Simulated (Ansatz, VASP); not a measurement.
## One calculation of BeZnF4, two programs

```
Be Zn F
1.0
     0.00000    4.01573    4.01573
     4.01573    0.00000    4.01573
     4.01573    4.01573    0.00000
Be Zn F
1 1 4
Direct
  0.75000 0.75000 0.75000
  0.50000 0.50000 0.50000
  0.08700 0.63767 0.63767
  0.63767 0.08700 0.63767
  0.63767 0.63767 0.08700
  0.63767 0.63767 0.63767
```

Alike in both runs: task relaxation of cell and atoms; functional PBE; k mesh 6 × 6 × 6; no spin polarisation.

|  | VASP | Ansatz |
| --- | --- | --- |
| version | VASP 6.6.1 | Ansatz 0.2.0 |
| potentials or method | VASP PAW PBE potentials, release 64 (Be, Zn, F), cutoff 600 eV | scalar-relativistic, plane waves, PAW |
| occupations | gaussian, width 0.01 eV | fixed |
| valence electrons in the cell | 42 | 42 |

VASP gave:

- gap on the k mesh at the Fermi level, each at its own relaxed structure (eV): 5.84
- relaxed volume (Å³/atom): 21.60
- relaxed length of the cell vector where the two differ most in proportion (Å): 5.680

Problem. Estimate Ansatz's values.

Solution. gap on the k mesh at the Fermi level, each at its own relaxed structure (eV): 5.88; relaxed volume (Å³/atom): 21.57; relaxed length of the cell vector where the two differ most in proportion (Å): 5.678.
